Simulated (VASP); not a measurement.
# W12S in VASP: notebook

W12S is run at these levels: PBE; tasks: single point.

Everything below comes from runs of VASP 6.6.1. Logs are shortened: lines on timing, memory, paths and dates and some standing lists are left out, and cuts for length are marked.

## (1) The cell of the first run

The cell holds a slab with vacuum, 13 atoms: a = 5.709 Å, b = 5.709 Å, c = 19.445 Å, α = 90.00°, β = 90.00°, γ = 90.00°.

## (2) Single point, PBE

INCAR

```
ALGO = Fast
DIPOL = 0.5 0.5 0.324
EDIFF = 1E-6
ENCUT = 520
GGA = PE
IDIPOL = 3
ISIF = 2
ISMEAR = 0
LASPH = T
LCHARG = T
LDIPOL = T
LELF = T
LREAL = F
LVACPOTAV = T
LVHAR = T
LWAVE = F
NBANDS = 99
NELM = 80
PREC = Accurate
SIGMA = 0.1
```

KPOINTS

```
k-points
0
Gamma
  5 5 1
```

POSCAR

```
W12S
1.0
    5.7094426444      0.0000000000      0.0000000000
    0.0000000000      5.7094426444      0.0000000000
    0.0000000000      0.0000000000     19.4446428403
W S
12 1
Direct
    0.2500000000      0.2500000000      0.2057121868
    0.2500000000      0.7500000000      0.2057121868
    0.7500000000      0.2500000000      0.2057121868
    0.7500000000      0.7500000000      0.2057121868
    0.0000000000      0.0000000000      0.3071173005
    0.0000000000      0.5000000000      0.3071173005
    0.5000000000      0.0000000000      0.3071173005
    0.5000000000      0.5000000000      0.3071173005
    0.2500000000      0.2500000000      0.4085774630
    0.2500000000      0.7500000000      0.4085774630
    0.7500000000      0.2500000000      0.4085774630
    0.7500000000      0.7500000000      0.4085774630
    0.2500000000      0.2500000000      0.5211751062
```

Potentials or basis: VASP PAW PBE potentials, release 64 (W_sv, S).

On the command line:

```console
> cat potpaw_PBE.64/W_sv/POTCAR potpaw_PBE.64/S/POTCAR > POTCAR
> mpirun -np 1 vasp_std > vasp.out
```

OUTCAR:

```text
EDIFF = 1E-6
   ENCUT = 520
   GGA = PE
   ISIF = 2
   ISMEAR = 0
   LASPH = T
   LREAL = F
   NELM = 80
   PREC = Accurate

 ion  position               nearest neighbor table
   1  0.250  0.250  0.206-   5 2.82   6 2.82   7 2.82   8 2.82   2 2.85   3 2.85   2 2.85   3 2.85

   2  0.250  0.750  0.206-   5 2.82   6 2.82   7 2.82   8 2.82   1 2.85   4 2.85   1 2.85   4 2.85

   3  0.750  0.250  0.206-   5 2.82   6 2.82   7 2.82   8 2.82   1 2.85   4 2.85   4 2.85   1 2.85
[... 15 lines left out ...]
  11  0.750  0.250  0.409-   5 2.82   6 2.82   7 2.82   8 2.82   9 2.85  12 2.85  12 2.85   9 2.85

  12  0.750  0.750  0.409-   5 2.82   6 2.82   7 2.82   8 2.82  10 2.85  11 2.85  11 2.85  10 2.85

  13  0.250  0.250  0.521-   9 2.19

  LATTYP: Found a simple tetragonal cell.
 ALAT       =     5.7094426444
 C/A-ratio  =     3.4056989537

  Lattice vectors:

 A1 = (   5.7094426444,   0.0000000000,   0.0000000000)
 A2 = (   0.0000000000,   5.7094426444,   0.0000000000)
 A3 = (   0.0000000000,   0.0000000000,  19.4446428403)

Analysis of symmetry for initial positions (statically):
=====================================================================
 Subroutine PRICEL returns:
 Original cell was already a primitive cell.

 Routine SETGRP: Setting up the symmetry group for a
 simple tetragonal supercell.

 Subroutine GETGRP returns: Found  8 space group operations
 (whereof  2 operations were pure point group operations)
 out of a pool of 16 trial point group operations.

The static configuration has the point symmetry C_1h.
 The point group associated with its full space group is C_4v.

Analysis of symmetry for dynamics (positions and initial velocities):
=====================================================================
 Subroutine PRICEL returns:
 Original cell was already a primitive cell.

 Routine SETGRP: Setting up the symmetry group for a
 simple tetragonal supercell.

 Subroutine GETGRP returns: Found  8 space group operations
 (whereof  2 operations were pure point group operations)
 out of a pool of 16 trial point group operations.

The dynamic configuration has the point symmetry C_1h.
 The point group associated with its full space group is C_4v.

 Subroutine INISYM returns: Found  8 space group operations
 (whereof  2 operations are pure point group operations),
 and found     1 'primitive' translations

[... 114 lines left out ...]
   IALGO  =     68    algorithm
   IMIX   =      4    mixing-type and parameters
     AMIX     =   0.40;   BMIX     =  1.00
     AMIX_MAG =   1.60;   BMIX_MAG =  1.00
  volume/ion in A,a.u.               =      48.76       329.03
  Fermi-wavevector in a.u.,A,eV,Ry     =   1.063969  2.010609 15.402190  1.132029
  Thomas-Fermi vector in A             =   2.199471
   LORBIT       =      0    0 simple, 1 ext, 2 COOP (PROOUT), +10 PAW based schemes
   GGA     = PE    functional components
   LHFCALC =     F    Hartree Fock is set to
   AEXX    =    0.0000 exact exchange contribution
   IVDW    =     0    specifies the selected vdW correction
   LEPSILON=     F    determine dielectric tensor
   LRPA    =     F    only Hartree local field effects (RPA)
 non-spin polarized calculation
 RMM-DIIS sequential band-by-band and
 Gauss-broadening in eV      SIGMA  =   0.10
  energy-cutoff  :      520.00
  volume of cell :      633.85
 maximum number of plane-waves:     17090
   NGX = 21   NGY = 21   NGZ = 73

 dipolmoment           0.000000      0.000000     -0.037816 electrons x Angstroem

 number of electron     174.0000020 magnetization

 dipolmoment           0.000000      0.000000      0.063031 electrons x Angstroem

 Free energy of the ion-electron system (eV)
  ---------------------------------------------------
  ext. energy  EPLUGINS =         0.00000000
  ---------------------------------------------------
  free energy    TOTEN  =      -141.97853119 eV

  energy without entropy =     -141.85794601  energy(sigma->0) =     -141.91823860

 E-fermi :   0.4515     XC(G=0):  -5.6018

 val. band max:        0.4428915566   @ k =   0.4000   0.2000   0.0000
 cond. band min:       0.4553224251   @ k =   0.4000   0.0000   0.0000
 fundamental gap:      0.0124308685
 Fermi energy:         0.4515466152

 k-point     1 :       0.0000    0.0000    0.0000
  band No.  band energies     occupation
      1     -73.4294      2.00000
      2     -73.4049      2.00000
      3     -73.3785      2.00000
      4     -73.3674      2.00000
      5     -73.3372      2.00000
      6     -73.3273      2.00000
[... 601 lines left out ...]
     98       1.4739      0.00000
     99       1.6513      0.00000

------------------------ aborting loop because EDIFF is reached ----------------------------------------

  FORCE on cell =-STRESS in cart. coord.  units (eV):
  Direction    XX          YY          ZZ          XY          YZ          ZX
  --------------------------------------------------------------------------------------
  -------------------------------------------------------------------------------------
  Total      -23.4502793    -23.4502793      0.1121082      0.0000000      0.0000000      0.0000000
  in kB      -59.2749508    -59.2749508      0.2833743      0.0000000      0.0000000      0.0000000
  external PRESSURE =     -39.4221758 kB  Pullay stress =       0.0000000 kB

 VOLUME and BASIS-vectors are now :
 -----------------------------------------------------------------------------
  energy-cutoff  :      520.00
  volume of cell :      633.85
      direct lattice vectors                 reciprocal lattice vectors
     5.709442644  0.000000000  0.000000000     0.175148445  0.000000000  0.000000000
     0.000000000  5.709442644  0.000000000     0.000000000  0.175148445  0.000000000
     0.000000000  0.000000000 19.444642840     0.000000000  0.000000000  0.051428047

 POSITION                                       TOTAL-FORCE (eV/Angst)
 -----------------------------------------------------------------------------------
      1.42736      1.42736      4.00000         0.000000      0.000000      0.243037
      1.42736      4.28208      4.00000         0.000000     -0.000000     -0.201357
      4.28208      1.42736      4.00000         0.000000      0.000000     -0.201357
      4.28208      4.28208      4.00000         0.000000      0.000000      0.110026
      0.00000      0.00000      5.97179        -0.312071     -0.312071     -0.011047
      0.00000      2.85472      5.97179        -0.312071      0.312071     -0.011047
      2.85472      0.00000      5.97179         0.312071     -0.312071     -0.011047
      2.85472      2.85472      5.97179         0.312071      0.312071     -0.011047
      1.42736      1.42736      7.94464         0.000000      0.000000      1.264864
      1.42736      4.28208      7.94464         0.000000      0.000000     -0.313182
      4.28208      1.42736      7.94464         0.000000      0.000000     -0.313182
      4.28208      4.28208      7.94464         0.000000     -0.000000     -0.535760
      1.42736      1.42736     10.13406         0.000000     -0.000000     -0.008903
 -----------------------------------------------------------------------------------
    total drift:                                0.000000      0.000000      0.000874

  FREE ENERGIE OF THE ION-ELECTRON SYSTEM (eV)
  ---------------------------------------------------
  free  energy   TOTEN  =      -141.9785311906 eV

  energy  without entropy=     -141.8579460101  energy(sigma->0) =     -141.91823860

 vacuum level on the upper side and lower side of the slab         5.424         5.074
```

OSZICAR:

```text
N       E                     dE             d eps       ncg     rms          rms(c)
DAV:   1     0.216297451394E+04    0.21630E+04   -0.10684E+05  1516   0.165E+03
DAV:   2    -0.439541951186E+02   -0.22069E+04   -0.21763E+04  1350   0.511E+02
DAV:   3    -0.147063695669E+03   -0.10311E+03   -0.98406E+02  1448   0.106E+02
[... 24 lines left out ...]
RMM:  28    -0.141978517925E+03   -0.13090E-04   -0.26030E-05   754   0.254E-03    0.962E-04
RMM:  29    -0.141978525015E+03   -0.70904E-05   -0.16557E-05   612   0.191E-03    0.831E-04
RMM:  30    -0.141978528742E+03   -0.37270E-05   -0.11141E-05   555   0.160E-03    0.435E-04
RMM:  31    -0.141978530510E+03   -0.17684E-05   -0.75603E-06   548   0.141E-03    0.241E-04
RMM:  32    -0.141978531191E+03   -0.68016E-06   -0.49315E-06   441   0.121E-03
   1 F= -.14197853E+03 E0= -.14191824E+03  d E =-.120585E+00
```

Wall time 26 min (1 thread of Oxide Virtual Turin-like, shared host); peak memory 0.71 GiB.

Results:

| Item | Value |
| --- | --- |
| Free energy | -141.9785 eV |
| Largest force | 1.265 eV/Å |
| Band gap on the k mesh | zero (bands 87 and 88 overlap by 0.23 eV) |

Forces in eV/Å, atoms in the order of the input:
```
W    0.000  0.000  0.243
W    0.000  0.000 -0.201
W    0.000  0.000 -0.201
W    0.000  0.000  0.110
W   -0.312 -0.312 -0.011
W   -0.312  0.312 -0.011
W    0.312 -0.312 -0.011
W    0.312  0.312 -0.011
W    0.000  0.000  1.265
W    0.000  0.000 -0.313
W    0.000  0.000 -0.313
W    0.000  0.000 -0.536
S    0.000  0.000 -0.009
```

Levels at points of the mesh, in eV from the Fermi level:
| k point | band 84 | band 85 | band 86 | band 87 | band 88 | band 89 | band 90 | band 91 |
| --- | --- | --- | --- | --- | --- | --- | --- | --- |
| (0.00, 0.00, 0.00) | -0.29 | -0.11 | -0.11 | 0.15 | 0.16 | 0.16 | 1.01 | 1.02 |

Caveat: spin-orbit coupling is left out, which moves the levels of the heavy elements.

## (3) Single point, PBE

INCAR

```
  PREC = Accurate
  ENCUT = 520
  EDIFF = 1E-6
  ISMEAR = 0
  SIGMA = 0.1
  LREAL = F
  LASPH = T
  NELM = 80
  ALGO = Fast
  ISIF = 2
  LWAVE = F
  LCHARG = F
  LDIPOL = T
  IDIPOL = 3
  DIPOL = 0.5 0.5 0.321
  GGA = PE
  NBANDS = 99
```

KPOINTS

```
regular mesh
0
Gamma
  5 5 1
```

Edit POSCAR of step 2 so:

```diff
@@ -20,2 +20,2 @@
     0.7500000000      0.7500000000      0.4085774630
-    0.2500000000      0.2500000000      0.5211751062
+    0.5000000000      0.5000000000      0.4862218027
```

Potentials or basis: VASP PAW PBE potentials, release 64 (W_sv, S).

On the command line:

```console
> cat potpaw_PBE.64/W_sv/POTCAR potpaw_PBE.64/S/POTCAR > POTCAR
> mpirun -np 1 vasp_std > vasp.out
```

Run time: 17 min. Hardware: 1 thread of Oxide Virtual Turin-like, shared host; peak memory 0.71 GiB.

Results (log left out):

```yaml
Free_energy: -144.0043 eV
Largest_force: 0.816 eV/Å
Band_gap_on_the_k_mesh: zero (bands 87 and 88 overlap by 0.10 eV)
```

Forces on the atoms (eV/Å):
```
W    0.017  0.017 -0.073
W    0.017 -0.017 -0.073
W   -0.017  0.017 -0.073
W   -0.017 -0.017 -0.073
W    0.000  0.000 -0.816
W    0.000  0.000  0.311
W    0.000  0.000  0.311
W    0.000  0.000 -0.468
W   -0.155 -0.155  0.234
W   -0.155  0.155  0.234
W    0.155 -0.155  0.234
W    0.155  0.155  0.234
S    0.000  0.000  0.016
```

Levels at points of the mesh, in eV from the Fermi level:
```csv
k point,band 85,band 86,band 87,band 88,band 89,band 90,band 91,band 92
"(0.00, 0.00, 0.00)",-0.29,-0.16,-0.06,-0.06,0.36,0.82,0.96,0.96
```

Caveat: spin-orbit coupling is left out, which moves the levels of the heavy elements.

The gap in the log of VASP goes by the Fermi energy; the results here count the filled bands.